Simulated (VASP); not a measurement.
# Si (a cell with a defect) in VASP: a series of runs, part 2 of 2

VASP 6.6.1. Earlier steps stand in the parts before.

## (3) Single point, PBE

Input file INCAR:

```
SYSTEM = Si
  ALGO = Normal
  EDIFF = 1E-6
  ENCUT = 520
  GGA = PE
  ISIF = 2
  ISMEAR = 0
  LASPH = .TRUE.
  LCHARG = .FALSE.
  LREAL = Auto
  LWAVE = .FALSE.
  NBANDS = 138
  NELECT = 210.0
  NELM = 80
  PREC = Accurate
  SIGMA = 0.02
```

Input file KPOINTS:

```
k-points
0
G
  2 2 2
  0 0 0
```

Input file POSCAR:

```
Si
1.0
    8.2051406440      0.0000000000      8.2051406440
    8.2051406440      8.2051406440      0.0000000000
    0.0000000000      8.2051406440      8.2051406440
Si
53
Direct
    0.1638804496      0.1638804496      0.1638804496
    0.2514101257      0.5813584486      0.2514101257
    0.2514101257      0.9158213001      0.2514101257
    0.5813584486      0.2514101257      0.2514101257
    0.5832199556      0.5832199556      0.2503401333
    0.5813584486      0.9158213001      0.2514101257
    0.9158213001      0.2514101257      0.2514101257
    0.9158213001      0.5813584486      0.2514101257
    0.9164734777      0.9164734777      0.2505795669
    0.2514101257      0.2514101257      0.5813584486
    0.2503401333      0.5832199556      0.5832199556
    0.2514101257      0.9158213001      0.5813584486
    0.5832199556      0.2503401333      0.5832199556
    0.5832199556      0.5832199556      0.5832199556
    0.5835413514      0.9164586486      0.5835413514
    0.9158213001      0.2514101257      0.5813584486
    0.9164586486      0.5835413514      0.5835413514
    0.9164586486      0.9164586486      0.5835413514
    0.2514101257      0.2514101257      0.9158213001
    0.2514101257      0.5813584486      0.9158213001
    0.2505795669      0.9164734777      0.9164734777
    0.5813584486      0.2514101257      0.9158213001
    0.5835413514      0.5835413514      0.9164586486
    0.5835413514      0.9164586486      0.9164586486
    0.9164734777      0.2505795669      0.9164734777
    0.9164586486      0.5835413514      0.9164586486
    0.9164734777      0.9164734777      0.9164734777
    0.1638804496      0.5083586513      0.1638804496
    0.1658035267      0.8341964733      0.1658035267
    0.5083586513      0.1638804496      0.1638804496
    0.5006267629      0.5006267629      0.1660855026
    0.5006267629      0.8326609717      0.1660855026
    0.8341964733      0.1658035267      0.1658035267
    0.8326609717      0.5006267629      0.1660855026
    0.8341964733      0.8341964733      0.1658035267
    0.1638804496      0.1638804496      0.5083586513
    0.1660855026      0.5006267629      0.5006267629
    0.1660855026      0.8326609717      0.5006267629
    0.5006267629      0.1660855026      0.5006267629
    0.5000000000      0.5000000000      0.5000000000
    0.5006267629      0.8326609717      0.5006267629
    0.8326609717      0.1660855026      0.5006267629
    0.8326609717      0.5006267629      0.5006267629
    0.8332162210      0.8332162210      0.5003513369
    0.1658035267      0.1658035267      0.8341964733
    0.1660855026      0.5006267629      0.8326609717
    0.1658035267      0.8341964733      0.8341964733
    0.5006267629      0.1660855026      0.8326609717
    0.5006267629      0.5006267629      0.8326609717
    0.5003513369      0.8332162210      0.8332162210
    0.8341964733      0.1658035267      0.8341964733
    0.8332162210      0.5003513369      0.8332162210
    0.8332162210      0.8332162210      0.8332162210
```

Potentials or basis: VASP PAW PBE potentials, release 64 (Si).

Started as:

```
cat potpaw_PBE.64/Si/POTCAR > POTCAR
mpirun -np 1 vasp_std > vasp.out
```

It took 12 min on 1 thread of Intel Xeon 6975P-C (Granite Rapids), shared host; peak memory 1.3 GiB.

Results (log left out):

| Item | Value |
| --- | --- |
| Free energy | -294.2467 eV |
| Largest force | 0.015 eV/Å |

Forces in eV/Å, atoms in the order of the input:
```
Si   0.002  0.002  0.002
Si  -0.002 -0.002 -0.010
Si   0.002  0.002 -0.010
Si  -0.002 -0.010 -0.002
Si   0.002 -0.002 -0.002
Si   0.010  0.002 -0.002
Si   0.002 -0.010  0.002
Si   0.010 -0.002  0.002
Si  -0.008  0.008  0.008
Si  -0.010 -0.002 -0.002
Si  -0.002  0.002 -0.002
Si   0.002  0.010 -0.002
Si  -0.002 -0.002  0.002
Si   0.002  0.002  0.002
Si   0.000  0.000  0.005
Si   0.002 -0.002  0.010
Si   0.000  0.005  0.000
Si  -0.005  0.000  0.000
Si  -0.010  0.002  0.002
Si  -0.002  0.010  0.002
Si   0.008 -0.008  0.008
Si  -0.002  0.002  0.010
Si   0.005  0.000  0.000
Si   0.000 -0.005  0.000
Si   0.008  0.008 -0.008
Si   0.000  0.000 -0.005
Si  -0.008 -0.008 -0.008
Si  -0.002 -0.002  0.002
Si   0.000  0.000  0.000
Si  -0.002  0.002 -0.002
Si   0.000 -0.002 -0.002
Si   0.002  0.000 -0.002
Si   0.000  0.000  0.000
Si   0.002 -0.002  0.000
Si   0.000  0.000  0.000
Si   0.002 -0.002 -0.002
Si  -0.002  0.000 -0.002
Si   0.000  0.002 -0.002
Si  -0.002 -0.002  0.000
Si   0.000  0.000  0.000
Si   0.002  0.002  0.000
Si   0.000 -0.002  0.002
Si   0.002  0.000  0.002
Si   0.003 -0.003 -0.003
Si   0.000  0.000  0.000
Si  -0.002  0.002  0.000
Si   0.000  0.000  0.000
Si  -0.002  0.000  0.002
Si   0.000  0.002  0.002
Si  -0.003  0.003 -0.003
Si   0.000  0.000  0.000
Si  -0.003 -0.003  0.003
Si   0.003  0.003  0.003
```

Levels at points of the mesh, in eV from the Fermi level:
| k point | band 101 | band 102 | band 103 | band 104 | band 105 | band 106 | band 107 | band 108 | band 109 | band 110 |
| --- | --- | --- | --- | --- | --- | --- | --- | --- | --- | --- |
| (0.00, 0.00, 0.00) | -0.60 | -0.60 | 0.13 | 0.13 | 0.13 | 1.07 | 1.07 | 1.07 | 1.19 | 1.19 |
| (0.50, 0.00, 0.00) | -0.74 | -0.36 | -0.36 | -0.08 | -0.08 | 0.08 | 1.04 | 1.04 | 1.49 | 1.49 |
| (0.50, 0.50, 0.00) | -0.45 | -0.45 | -0.38 | -0.23 | -0.18 | -0.16 | 0.94 | 0.94 | 1.22 | 1.26 |

Caveat: the cell carries a net charge on a neutralising background, which shifts energy and pressure; the cell is charged against a uniform background, so pressure and absolute levels hang on convention.

## (4) Single point, PBE

Input file INCAR:

```
SYSTEM = Si
PREC = Accurate
ENCUT = 520
EDIFF = 1E-6
ISMEAR = 0
SIGMA = 0.02
LREAL = Auto
LASPH = .TRUE.
NELM = 60
ALGO = Normal
ISIF = 2
LWAVE = .FALSE.
LCHARG = .TRUE.
GGA = PE
LELF = .TRUE.
LVHAR = .TRUE.
NELECT = 210.0
NBANDS = 138
```

Input file KPOINTS:

```
regular mesh
0
G
  2 2 2
  0 0 0
```

Input file POSCAR:

```
Si
1.0
    8.2051406440      0.0000000000      8.2051406440
    8.2051406440      8.2051406440      0.0000000000
    0.0000000000      8.2051406440      8.2051406440
Si
53
Direct
    0.2527869527      0.2527869527      0.2527869527
    0.2508632197      0.5824700889      0.2508632197
    0.2527869527      0.9083057590      0.2527869527
    0.5824700889      0.2508632197      0.2508632197
    0.5824700889      0.5824700889      0.2508632197
    0.5840057725      0.9160398129      0.2505812623
    0.9083057590      0.2527869527      0.2527869527
    0.9160398129      0.5840057725      0.2505812623
    0.9160398129      0.9160398129      0.2505812623
    0.2508632197      0.2508632197      0.5824700889
    0.2508632197      0.5824700889      0.5824700889
    0.2505812623      0.9160398129      0.5840057725
    0.5824700889      0.2508632197      0.5824700889
    0.5834504499      0.5834504499      0.5834504499
    0.5834504499      0.9163153109      0.5834504499
    0.9160398129      0.2505812623      0.5840057725
    0.9163153109      0.5834504499      0.5834504499
    0.9160398129      0.9160398129      0.5840057725
    0.2527869527      0.2527869527      0.9083057590
    0.2505812623      0.5840057725      0.9160398129
    0.2505812623      0.9160398129      0.9160398129
    0.5840057725      0.2505812623      0.9160398129
    0.5834504499      0.5834504499      0.9163153109
    0.5840057725      0.9160398129      0.9160398129
    0.9160398129      0.2505812623      0.9160398129
    0.9160398129      0.5840057725      0.9160398129
    0.9166666760      0.9166666760      0.9166666760
    0.1652562776      0.5008460157      0.1652562776
    0.1652562776      0.8353080462      0.1652562776
    0.5008460157      0.1652562776      0.1652562776
    0.5001931933      0.5001931933      0.1660870373
    0.5008460157      0.8353080462      0.1652562776
    0.8353080462      0.1652562776      0.1652562776
    0.8353080462      0.5008460157      0.1652562776
    0.8334467740      0.8334467740      0.1663263385
    0.1652562776      0.1652562776      0.5008460157
    0.1660870373      0.5001931933      0.5001931933
    0.1652562776      0.8353080462      0.5008460157
    0.5001931933      0.1660870373      0.5001931933
    0.5001931933      0.5001931933      0.5001931933
    0.5002080620      0.8331253292      0.5002080620
    0.8353080462      0.1652562776      0.5008460157
    0.8331253292      0.5002080620      0.5002080620
    0.8331252682      0.8331252682      0.5002081229
    0.1652562776      0.1652562776      0.8353080462
    0.1652562776      0.5008460157      0.8353080462
    0.1663263385      0.8334467740      0.8334467740
    0.5008460157      0.1652562776      0.8353080462
    0.5002080620      0.5002080620      0.8331253292
    0.5002081229      0.8331252682      0.8331252682
    0.8334467740      0.1663263385      0.8334467740
    0.8331252682      0.5002081229      0.8331252682
    0.8334467740      0.8334467740      0.8334467740
```

Started as:

```
cat potpaw_PBE.64/Si/POTCAR > POTCAR
mpirun -np 1 vasp_std > vasp.out
```

Wall time 32 min (1 thread of Oxide Virtual Turin-like, shared host); peak memory 1.3 GiB.

It converged, with:

- Free energy: -294.2465 eV
- Largest force: 0.011 eV/Å

Forces in eV/Å, atoms in the order of the input:
```
Si  -0.002 -0.002 -0.002
Si   0.000  0.000  0.002
Si   0.002  0.002 -0.002
Si   0.000  0.002  0.000
Si  -0.002  0.000  0.000
Si  -0.002  0.002  0.004
Si   0.002 -0.002  0.002
Si  -0.002  0.004  0.002
Si  -0.004  0.002  0.002
Si   0.002  0.000  0.000
Si   0.000 -0.002  0.000
Si   0.002 -0.002  0.004
Si   0.000  0.000 -0.002
Si   0.002  0.002  0.002
Si  -0.002 -0.002  0.002
Si   0.002  0.004 -0.002
Si  -0.002  0.002 -0.002
Si  -0.004 -0.002 -0.002
Si  -0.002  0.002  0.002
Si   0.004 -0.002  0.002
Si   0.002 -0.004  0.002
Si   0.004  0.002 -0.002
Si   0.002 -0.002 -0.002
Si  -0.002 -0.004 -0.002
Si   0.002  0.002 -0.004
Si  -0.002 -0.002 -0.004
Si   0.000  0.000  0.000
Si  -0.002 -0.002  0.010
Si   0.002  0.002  0.010
Si  -0.002  0.010 -0.002
Si   0.005 -0.005 -0.005
Si  -0.010  0.002 -0.002
Si   0.002  0.010  0.002
Si  -0.010 -0.002  0.002
Si  -0.006  0.006  0.006
Si   0.010 -0.002 -0.002
Si  -0.005  0.005 -0.005
Si   0.002 -0.010 -0.002
Si  -0.005 -0.005  0.005
Si   0.005  0.005  0.005
Si   0.000  0.000 -0.003
Si   0.002 -0.002 -0.010
Si   0.000 -0.003  0.000
Si   0.003  0.000  0.000
Si   0.010  0.002  0.002
Si  -0.002 -0.010  0.002
Si   0.006 -0.006  0.006
Si  -0.002  0.002 -0.010
Si  -0.003  0.000  0.000
Si   0.000  0.003  0.000
Si   0.006  0.006 -0.006
Si   0.000  0.000  0.003
Si  -0.006 -0.006 -0.006
```

Levels at points of the mesh, in eV from the Fermi level:
```csv
k point,band 103,band 104,band 105,band 106,band 107,band 108
"(0.00, 0.00, 0.00)",0.13,0.13,0.13,1.07,1.07,1.07
"(0.50, 0.00, 0.00)",-0.36,-0.08,-0.08,0.08,1.04,1.04
"(0.50, 0.50, 0.00)",-0.38,-0.23,-0.18,-0.16,0.94,0.94
```

Caveat: the cell carries a net charge on a neutralising background, which shifts energy and pressure; the cell is charged against a uniform background, so pressure and absolute levels hang on convention.

## (5) Single point, PBE

Input file INCAR:

```
ALGO = Normal
EDIFF = 1E-6
ENCUT = 520
GGA = PE
ISIF = 2
ISMEAR = 0
LASPH = True
LCHARG = True
LELF = True
LREAL = Auto
LVHAR = True
LWAVE = False
NBANDS = 138
NELECT = 210.0
NELM = 60
PREC = Accurate
SIGMA = 0.02
```

Input file KPOINTS:

```
k-points
0
Gamma
  2 2 2
```

Input file POSCAR:

```
Si
1.0
    8.2051406440      0.0000000000      8.2051406440
    8.2051406440      8.2051406440      0.0000000000
    0.0000000000      8.2051406440      8.2051406440
Si
53
Direct
    0.1638804328      0.1638804328      0.1638804328
    0.2514101329      0.5813584077      0.2514101329
    0.2514101329      0.9158212913      0.2514101329
    0.5813584077      0.2514101329      0.2514101329
    0.5832199846      0.5832199846      0.2503401330
    0.5813584077      0.9158212913      0.2514101329
    0.9158212913      0.2514101329      0.2514101329
    0.9158212913      0.5813584077      0.2514101329
    0.9164735044      0.9164735044      0.2505794951
    0.2514101329      0.2514101329      0.5813584077
    0.2503401330      0.5832199846      0.5832199846
    0.2514101329      0.9158212913      0.5813584077
    0.5832199846      0.2503401330      0.5832199846
    0.5832199846      0.5832199846      0.5832199846
    0.5835413685      0.9164586357      0.5835413685
    0.9158212913      0.2514101329      0.5813584077
    0.9164586357      0.5835413685      0.5835413685
    0.9164586357      0.9164586357      0.5835413685
    0.2514101329      0.2514101329      0.9158212913
    0.2514101329      0.5813584077      0.9158212913
    0.2505794951      0.9164735044      0.9164735044
    0.5813584077      0.2514101329      0.9158212913
    0.5835413685      0.5835413685      0.9164586357
    0.5835413685      0.9164586357      0.9164586357
    0.9164735044      0.2505794951      0.9164735044
    0.9164586357      0.5835413685      0.9164586357
    0.9164735044      0.9164735044      0.9164735044
    0.1638804328      0.5083586231      0.1638804328
    0.1658035565      0.8341964869      0.1658035565
    0.5083586231      0.1638804328      0.1638804328
    0.5006267629      0.5006267629      0.1660855138
    0.5006267629      0.8326609252      0.1660855138
    0.8341964869      0.1658035565      0.1658035565
    0.8326609252      0.5006267629      0.1660855138
    0.8341964869      0.8341964869      0.1658035565
    0.1638804328      0.1638804328      0.5083586231
    0.1660855138      0.5006267629      0.5006267629
    0.1660855138      0.8326609252      0.5006267629
    0.5006267629      0.1660855138      0.5006267629
    0.5000000217      0.5000000217      0.5000000217
    0.5006267629      0.8326609252      0.5006267629
    0.8326609252      0.1660855138      0.5006267629
    0.8326609252      0.5006267629      0.5006267629
    0.8332162478      0.8332162478      0.5003512649
    0.1658035565      0.1658035565      0.8341964869
    0.1660855138      0.5006267629      0.8326609252
    0.1658035565      0.8341964869      0.8341964869
    0.5006267629      0.1660855138      0.8326609252
    0.5006267629      0.5006267629      0.8326609252
    0.5003512649      0.8332162478      0.8332162478
    0.8341964869      0.1658035565      0.8341964869
    0.8332162478      0.5003512649      0.8332162478
    0.8332162478      0.8332162478      0.8332162478
```

Started as:

```
cat potpaw_PBE.64/Si/POTCAR > POTCAR
mpirun -np 1 vasp_std > vasp.out
```

Run time: 35 min. Hardware: 1 thread of Oxide Virtual Turin-like, shared host; peak memory 1.3 GiB.

Results (log left out):

```yaml
Free_energy: -294.2467 eV
Largest_force: 0.015 eV/Å
```

Forces on the atoms (eV/Å):
```
Si   0.002  0.002  0.002
Si  -0.002 -0.002 -0.010
Si   0.002  0.002 -0.010
Si  -0.002 -0.010 -0.002
Si   0.002 -0.002 -0.002
Si   0.010  0.002 -0.002
Si   0.002 -0.010  0.002
Si   0.010 -0.002  0.002
Si  -0.008  0.008  0.008
Si  -0.010 -0.002 -0.002
Si  -0.002  0.002 -0.002
Si   0.002  0.010 -0.002
Si  -0.002 -0.002  0.002
Si   0.002  0.002  0.002
Si   0.000  0.000  0.005
Si   0.002 -0.002  0.010
Si   0.000  0.005  0.000
Si  -0.005  0.000  0.000
Si  -0.010  0.002  0.002
Si  -0.002  0.010  0.002
Si   0.008 -0.008  0.008
Si  -0.002  0.002  0.010
Si   0.005  0.000  0.000
Si   0.000 -0.005  0.000
Si   0.008  0.008 -0.008
Si   0.000  0.000 -0.005
Si  -0.008 -0.008 -0.008
Si  -0.002 -0.002  0.002
Si   0.000  0.000  0.000
Si  -0.002  0.002 -0.002
Si   0.000 -0.002 -0.002
Si   0.002  0.000 -0.002
Si   0.000  0.000  0.000
Si   0.002 -0.002  0.000
Si   0.000  0.000  0.000
Si   0.002 -0.002 -0.002
Si  -0.002  0.000 -0.002
Si   0.000  0.002 -0.002
Si  -0.002 -0.002  0.000
Si   0.000  0.000  0.000
Si   0.002  0.002  0.000
Si   0.000 -0.002  0.002
Si   0.002  0.000  0.002
Si   0.003 -0.003 -0.003
Si   0.000  0.000  0.000
Si  -0.002  0.002  0.000
Si   0.000  0.000  0.000
Si  -0.002  0.000  0.002
Si   0.000  0.002  0.002
Si  -0.003  0.003 -0.003
Si   0.000  0.000  0.000
Si  -0.003 -0.003  0.003
Si   0.003  0.003  0.003
```

Levels at points of the mesh, in eV from the Fermi level:
```
           k point  band 102  band 103  band 104  band 105  band 106  band 107  band 108  band 109
(0.00, 0.00, 0.00)     -0.60      0.13      0.13      0.13      1.07      1.07      1.07      1.19
(0.50, 0.00, 0.00)     -0.36     -0.36     -0.08     -0.08      0.08      1.04      1.04      1.49
(0.50, 0.50, 0.00)     -0.45     -0.38     -0.23     -0.18     -0.16      0.94      0.94      1.22
```

Caveat: the cell carries a net charge on a neutralising background, which shifts energy and pressure; the cell is charged against a uniform background, so pressure and absolute levels hang on convention.
